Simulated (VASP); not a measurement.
# MnO2 (P-3m1) in VASP: a series of runs

MnO2 is run at these levels: r2SCAN; tasks: single point.

All numbers are computed with VASP 6.6.1; they aren't measurements. Logs are shortened: lines on timing, memory, paths and dates and some standing lists are left out, and cuts for length are marked.

**1. The cell of the first run**

The structure is trigonal, space group P-3m1 (No. 164). Conventional cell: a = 2.857 Å, b = 2.857 Å, c = 4.601 Å, α = 90.00°, β = 90.00°, γ = 120.00°. Mn (site symmetry -3m) has 6 O at 1.90 Å within 2.5 Å. Within 2.5 Å of O (site symmetry 3m) lie 3 Mn at 1.90 Å.

**2. Single point, r2SCAN, collinear spin, ferromagnetic start**

The input, POSCAR:

```
MnO2
1.0
    2.8565781804      0.0000000000      0.0000000000
   -1.4282890902      2.4738692722      0.0000000000
    0.0000000000      0.0000000000      4.6013740589
Mn O
1 2
Direct
    0.0000000000      0.0000000000      0.5000000000
    0.3333333333      0.6666666667      0.7062925700
    0.6666666667      0.3333333333      0.2937074300
```

The input, INCAR.step1:

```
SYSTEM = MnO2
  PREC = Accurate
  ENCUT = 520
  ISMEAR = -1
  SIGMA = 0.05
  LREAL = .False.
  LASPH = .True.
  NELM = 150
  ISPIN = 2
  MAGMOM = 4 0 0
  LMAXMIX = 4
  NBANDS = 24
  GGA = PE
  ALGO = Normal
  EDIFF = 1E-4
  LWAVE = .True.
  LCHARG = .False.
```

The input, INCAR.step2:

```
SYSTEM = MnO2
  PREC = Accurate
  ENCUT = 520
  EDIFF = 1E-6
  ISMEAR = -1
  SIGMA = 0.05
  LREAL = .False.
  LASPH = .True.
  NELM = 150
  ALGO = Normal
  ISIF = 2
  LWAVE = .False.
  LCHARG = .False.
  ISPIN = 2
  MAGMOM = 4 0 0
  LORBIT = 11
  LMAXMIX = 4
  METAGGA = R2SCAN
  LMIXTAU = .True.
  NBANDS = 24
  ISTART = 1
```

The input, KPOINTS:

```
regular mesh
0
Gamma
  11 11 6
  0 0 0
```

Potentials or basis: VASP PAW PBE potentials, release 64 (Mn_pv, O).

Run with:

```
cat potpaw_PBE.64/Mn_pv/POTCAR potpaw_PBE.64/O/POTCAR > POTCAR
cp INCAR.step1 INCAR
mpirun -np 1 vasp_std > vasp.out
cp INCAR.step2 INCAR
mpirun -np 1 vasp_std > vasp.out
```

OUTCAR:

```text
SYSTEM = MnO2
   PREC = Accurate
   ENCUT = 520
   EDIFF = 1E-6
   ISMEAR = -1
   LREAL = .False.
   LASPH = .True.
   NELM = 150
   ISIF = 2
   ISPIN = 2
   LORBIT = 11
   METAGGA = R2SCAN
   ISTART = 1

 ion  position               nearest neighbor table
   1  0.000  0.000  0.500-   2 1.90   3 1.90   3 1.90   2 1.90   3 1.90   2 1.90
   2  0.333  0.667  0.706-   1 1.90   1 1.90   1 1.90
   3  0.667  0.333  0.294-   1 1.90   1 1.90   1 1.90

  LATTYP: Found a hexagonal cell.
 ALAT       =     2.8565781804
 C/A-ratio  =     1.6107992739

  Lattice vectors:

 A1 = (   2.8565781804,   0.0000000000,   0.0000000000)
 A2 = (  -1.4282890902,   2.4738692722,   0.0000000000)
 A3 = (   0.0000000000,   0.0000000000,   4.6013740589)

Analysis of symmetry for initial positions (statically):
=====================================================================
 Subroutine PRICEL returns:
 Original cell was already a primitive cell.

 Routine SETGRP: Setting up the symmetry group for a
 hexagonal supercell.

 Subroutine GETGRP returns: Found 12 space group operations
 (whereof 12 operations were pure point group operations)
 out of a pool of 24 trial point group operations.

The static configuration has the point symmetry D_3d.

Analysis of symmetry for dynamics (positions and initial velocities):
=====================================================================
 Subroutine PRICEL returns:
 Original cell was already a primitive cell.

 Routine SETGRP: Setting up the symmetry group for a
 hexagonal supercell.

 Subroutine GETGRP returns: Found 12 space group operations
 (whereof 12 operations were pure point group operations)
 out of a pool of 24 trial point group operations.

The dynamic configuration has the point symmetry D_3d.

Analysis of structural, dynamic, and magnetic symmetry:
=====================================================================
 Subroutine PRICEL returns:
 Original cell was already a primitive cell.

 Routine SETGRP: Setting up the symmetry group for a
 hexagonal supercell.

 Subroutine GETGRP returns: Found 12 space group operations
 (whereof 12 operations were pure point group operations)
 out of a pool of 24 trial point group operations.

The overall configuration has the point symmetry D_3d.

 Subroutine INISYM returns: Found 12 space group operations
 (whereof 12 operations are pure point group operations),
 and found     1 'primitive' translations

----------------------------------------------------------------------------------------

                                     Primitive cell

  volume of cell :      32.5170

  direct lattice vectors                    reciprocal lattice vectors
     2.856578180  0.000000000  0.000000000     0.350069187  0.202112539  0.000000000
    -1.428289090  2.473869272  0.000000000     0.000000000  0.404225078  0.000000000
     0.000000000  0.000000000  4.601374059     0.000000000  0.000000000  0.217326387

  length of vectors
     2.856578180  2.856578180  4.601374059     0.404225078  0.404225078  0.217326387

  position of ions in fractional coordinates (direct lattice)
     0.000000000  0.000000000  0.500000000
     0.333333333  0.666666667  0.706292570
     0.666666667  0.333333333  0.293707430

  ion indices of the primitive-cell ions
   primitive index   ion index
                 1           1
                 2           2
                 3           3

----------------------------------------------------------------------------------------

 KPOINTS: regular mesh

Automatic generation of k-mesh.
 Grid dimensions read from file:
 generate k-points for:   11   11    6

 Generating k-lattice:

  Cartesian coordinates                     Fractional coordinates (reciprocal lattice)
     0.031824472  0.018373867  0.000000000     0.090909091  0.000000000  0.000000000
     0.000000000  0.036747734  0.000000000     0.000000000  0.090909091  0.000000000
     0.000000000  0.000000000  0.036221065     0.000000000  0.000000000  0.166666667

  Length of vectors
     0.036747734  0.036747734  0.036221065

  Shift w.r.t. Gamma in fractional coordinates (k-lattice)
     0.000000000  0.000000000  0.000000000

 Subroutine IBZKPT returns following result:
 ===========================================

 Found     84 irreducible k-points:

 Following reciprocal coordinates:
            Coordinates               Weight
  0.000000  0.000000  0.000000      1.000000
  0.090909  0.000000  0.000000      6.000000
  0.181818  0.000000  0.000000      6.000000
  0.272727  0.000000  0.000000      6.000000
  0.363636  0.000000  0.000000      6.000000
  0.454545  0.000000  0.000000      6.000000
[... 16 lines left out ...]
  0.000000  0.272727  0.166667      6.000000
  0.363636  0.000000  0.166667      6.000000
 [... further k-points ...]
   k-points           NKPTS =     84   k-points in BZ     NKDIM =     84   number of bands    NBANDS=     24
   number of dos      NEDOS =    301   number of ions     NIONS =      3
   total plane-waves  NPLWV =  20736
   dimension x,y,z NGX =    24 NGY =   24 NGZ =   36
   dimension x,y,z NGXF=    48 NGYF=   48 NGZF=   72
   ions per type =               1   2
   NGX,Y,Z   is equivalent  to a cutoff of  13.97, 13.97, 13.01 a.u.
   NGXF,Y,Z  is equivalent  to a cutoff of  27.93, 27.93, 26.01 a.u.
 SYSTEM =  MnO2
   PREC   = accura    normal or accurate (medium, high low for compatibility)
   ISTART =      1    job   : 0-new  1-cont  2-samecut
   ICHARG =      0    charge: 1-file 2-atom 10-const
   ISPIN  =      2    spin polarized calculation?
   LNONCOLLINEAR =      F non collinear calculations
   LSORBIT =      F    spin-orbit coupling
   LASPH  =      T    aspherical Exc in radial PAW
   ENCUT  =  520.0 eV  38.22 Ry    6.18 a.u.   5.31  5.31  8.56*2*pi/ulx,y,z
   NELM   =    150;   NELMIN=  2; NELMDL=  0     # of ELM steps
   EDIFF  = 0.1E-05   stopping-criterion for ELM
   LREAL  =      F    real-space projection
[... 7 lines left out ...]
   TEBEG  =    0.0;   TEEND  =   0.0 temperature during run
   PSTRESS=    0.0 pullay stress
   NELECT =      25.0000    total number of electrons
   NUPDOWN=      -1.0000    fix difference up-down
   EMIN   =  10.00;   EMAX   =-10.00  energy-range for DOS
   EFERMI =   0.00;   METHOD = LEGACY
   ISMEAR =    -1;   SIGMA  =   0.05  broadening in eV -4-tet -1-fermi 0-gaus
   EFERMI_NEDOS =   21; number of points for ismear=-14 and -15
   IALGO  =     38    algorithm
   IMIX   =      4    mixing-type and parameters
     AMIX     =   0.40;   BMIX     =  1.00
     AMIX_MAG =   1.60;   BMIX_MAG =  1.00
  volume/ion in A,a.u.               =      10.84        73.15
  Fermi-wavevector in a.u.,A,eV,Ry     =   1.499747  2.834111 30.602787  2.249241
  Thomas-Fermi vector in A             =   2.611337
   LORBIT       =     11    0 simple, 1 ext, 2 COOP (PROOUT), +10 PAW based schemes
   METAGGA = R2SCAN    functional components
   LHFCALC =     F    Hartree Fock is set to
   AEXX    =    0.0000 exact exchange contribution
   IVDW    =     0    specifies the selected vdW correction
   LEPSILON=     F    determine dielectric tensor
   LRPA    =     F    only Hartree local field effects (RPA)
 spin polarized calculation
  energy-cutoff  :      520.00
  volume of cell :       32.52
 maximum number of plane-waves:       890
 NGX is ok and might be reduce to    24
   NGX = 11   NGY = 11   NGZ = 17

 number of electron      24.9999997 magnetization       2.9999998

 Free energy of the ion-electron system (eV)
  ---------------------------------------------------
  ext. energy  EPLUGINS =         0.00000000
  ---------------------------------------------------
  free energy    TOTEN  =       -32.53225251 eV

  energy without entropy =      -32.53225251  energy(sigma->0) =      -32.53225251

 E-fermi :   3.4833     XC(G=0): -11.5619

 val. band max:        2.5211105443   @ k =   0.0909   0.0000   0.5000
 cond. band min:       4.4157795999   @ k =   0.0000   0.0000   0.5000
 fundamental gap:      1.8946690555
 Fermi energy:         3.4832764464

 spin component 1

 k-point     1 :       0.0000    0.0000    0.0000
  band No.  band energies     occupation
      1     -49.7480      1.00000
      2     -49.7213      1.00000
      3     -49.7212      1.00000
      4     -17.7262      1.00000
      5     -15.4323      1.00000
      6      -3.7636      1.00000
[... 16 lines left out ...]
     23      26.0552      0.00000
     24      27.6717      0.00000
[... 598 lines left out ...]
      2     -49.7505      1.00000
      3     -49.7258      1.00000
      4     -16.4539      1.00000
      5     -15.8382      1.00000
      6      -3.8693      1.00000
[... 16 lines left out ...]
     23      24.8936      0.00000
     24      26.1001      0.00000

 [... further k-points ...]

 spin component 2

 k-point     1 :       0.0000    0.0000    0.0000
  band No.  band energies     occupation
      1     -45.6265      1.00000
      2     -45.6264      1.00000
      3     -45.4313      1.00000
      4     -17.6655      1.00000
      5     -15.3831      1.00000
      6      -2.6214      1.00000
[... 16 lines left out ...]
     23      28.6778      0.00000
     24      28.7785      0.00000
[... 598 lines left out ...]
      2     -45.6622      1.00000
      3     -45.4005      1.00000
      4     -16.3903      1.00000
      5     -15.7738      1.00000
      6      -2.8650      1.00000
[... 16 lines left out ...]
     23      25.7720      0.00000
     24      27.5972      0.00000

 [... further k-points ...]

------------------------ aborting loop because EDIFF is reached ----------------------------------------

  FORCE on cell =-STRESS in cart. coord.  units (eV):
  Direction    XX          YY          ZZ          XY          YZ          ZX
  --------------------------------------------------------------------------------------
  -------------------------------------------------------------------------------------
  Total        0.0845455      0.0845455      0.0342295      0.0000000      0.0000000      0.0000000
  in kB        4.1657238      4.1657238      1.6865567      0.0000000      0.0000000      0.0000000
  external PRESSURE =       3.3393347 kB  Pullay stress =       0.0000000 kB

 VOLUME and BASIS-vectors are now :
 -----------------------------------------------------------------------------
  energy-cutoff  :      520.00
  volume of cell :       32.52
      direct lattice vectors                 reciprocal lattice vectors
     2.856578180  0.000000000  0.000000000     0.350069187  0.202112539  0.000000000
    -1.428289090  2.473869272  0.000000000     0.000000000  0.404225078  0.000000000
     0.000000000  0.000000000  4.601374059     0.000000000  0.000000000  0.217326387

 POSITION                                       TOTAL-FORCE (eV/Angst)
 -----------------------------------------------------------------------------------
      0.00000      0.00000      2.30069         0.000000      0.000000     -0.000000
     -0.00000      1.64925      3.24992         0.000000      0.000000      0.004628
      1.42829      0.82462      1.35146        -0.000000      0.000000     -0.004628
 -----------------------------------------------------------------------------------
    total drift:                               -0.000000      0.000000      0.000000

  FREE ENERGIE OF THE ION-ELECTRON SYSTEM (eV)
  ---------------------------------------------------
  free  energy   TOTEN  =       -32.5322525124 eV

  energy  without entropy=      -32.5322525120  energy(sigma->0) =      -32.53225251

 total charge

# of ion       s       p       d       tot
------------------------------------------
    1        0.383   6.467   4.862  11.712
    2        1.586   3.447   0.000   5.033
    3        1.586   3.447   0.000   5.033
--------------------------------------------------
tot          3.556  13.361   4.862  21.778

 magnetization (x)

# of ion       s       p       d       tot
------------------------------------------
    1        0.030   0.039   2.865   2.933
    2        0.004   0.003   0.000   0.007
    3        0.004   0.003   0.000   0.007
--------------------------------------------------
tot          0.037   0.045   2.865   2.947
```

It took 13 min on 1 thread of AMD EPYC 7R13, shared host; peak memory 0.21 GiB.

Results:

```yaml
Free_energy: -32.5323 eV
Pressure: 0.3 GPa
Largest_force: 0.005 eV/Å
Band_gap_on_the_k_mesh: 1.89 eV, indirect (least direct gap 1.99 eV)
Net_moment: 3.00 μB per cell
Site_moments: Mn +2.93; O +0.01 μB
Valence_electrons_inside_the_program's_atomic_spheres: Mn 11.71; O 5.03
```

Forces in eV/Å, atoms in the order of the input:
```
Mn   0.000  0.000  0.000
O    0.000  0.000  0.005
O    0.000  0.000 -0.005
```

Caveat: the PAW data sets were made with another functional, which shifts forces and pressure a little; a cell with one magnetic atom can't hold antiferromagnetic order, which such compounds often take.

**3. Single point, r2SCAN, collinear spin, ferromagnetic start**

This run uses another cell than the first one, of 11.06 Å³/atom, 1.020 times its volume.

The input, POSCAR:

```
MnO2
1.0
    2.8754964680      0.0000000000      0.0000000000
   -1.4377482340      2.4902529899      0.0000000000
    0.0000000000      0.0000000000      4.6318476229
Mn O
1 2
Direct
    0.0000000000      0.0000000000      0.5000000000
    0.3333333333      0.6666666667      0.7062925700
    0.6666666667      0.3333333333      0.2937074300
```

The input, INCAR.step1:

```
PREC = Accurate ; ENCUT = 520
ISMEAR = -1 ; SIGMA = 0.05
LREAL = False ; LASPH = True
NELM = 150 ; ISPIN = 2
MAGMOM = 4 0 0 ; LMAXMIX = 4
NBANDS = 24 ; GGA = PE
ALGO = Normal ; EDIFF = 1E-4
LWAVE = True ; LCHARG = False
```

The input, INCAR.step2:

```
PREC = Accurate ; ENCUT = 520
EDIFF = 1E-6 ; ISMEAR = -1
SIGMA = 0.05 ; LREAL = False
LASPH = True ; NELM = 150
ALGO = Normal ; ISIF = 2
LWAVE = False ; LCHARG = True
ISPIN = 2 ; MAGMOM = 4 0 0
LORBIT = 11 ; LMAXMIX = 4
METAGGA = R2SCAN ; LMIXTAU = True
LELF = True ; LVHAR = True
NBANDS = 24 ; ISTART = 1
```

The input, KPOINTS:

```
Automatic mesh
0
Gamma
  11 11 6
```

Potentials or basis: VASP PAW PBE potentials, release 64 (Mn_pv, O).

Run with:

```
cat potpaw_PBE.64/Mn_pv/POTCAR potpaw_PBE.64/O/POTCAR > POTCAR
cp INCAR.step1 INCAR
mpirun -np 1 vasp_std > vasp.out
cp INCAR.step2 INCAR
mpirun -np 1 vasp_std > vasp.out
```

Wall time 12 min (1 thread of AMD EPYC 7R13, shared host); peak memory 0.21 GiB.

Results (log left out):

```
Free energy                                           : -32.5267 eV
Pressure                                              : -3.6 GPa
Largest force                                         : 0.280 eV/Å
Band gap on the k mesh                                : 1.96 eV, indirect (least direct gap 2.07 eV)
Net moment                                            : 3.00 μB per cell
Site moments                                          : Mn +2.96; O -0.00 μB
Valence electrons inside the program's atomic spheres : Mn 11.66; O 5.02
```

Forces in eV/Å, atoms in the order of the input:
```
Mn   0.000  0.000  0.000
O    0.000  0.000 -0.280
O    0.000  0.000  0.280
```

Stress tensor (GPa, compression positive):
```
-4.02  0.00  0.00
 0.00 -4.02  0.00
 0.00  0.00 -2.62
```

Levels at points of the mesh, in eV from the valence-band top:
Spin up:
| k point | band 11 | band 12 | band 13 | band 14 | band 15 | band 16 | band 17 | band 18 |
| --- | --- | --- | --- | --- | --- | --- | --- | --- |
| (0.00, 0.00, 0.00) | -0.96 | -0.96 | -0.71 | -0.49 | 3.33 | 3.33 | 8.01 | 11.42 |
| (0.00, 0.00, 0.50) | -1.99 | -1.00 | -1.00 | -0.10 | 3.38 | 3.38 | 10.18 | 10.38 |
Spin down:
| k point | band 8 | band 9 | band 10 | band 11 | band 12 | band 13 | band 14 | band 15 |
| --- | --- | --- | --- | --- | --- | --- | --- | --- |
| (0.00, 0.00, 0.00) | -4.63 | -0.99 | -0.99 | -0.58 | 1.97 | 1.97 | 3.50 | 4.93 |
| (0.00, 0.00, 0.50) | -4.10 | -1.89 | -1.04 | -1.04 | 1.96 | 1.96 | 3.61 | 4.98 |

Caveat: the PAW data sets were made with another functional, which shifts forces and pressure a little; a cell with one magnetic atom can't hold antiferromagnetic order, which such compounds often take. A k mesh can miss the band edges.

(Part 1 of 2 ends here.)
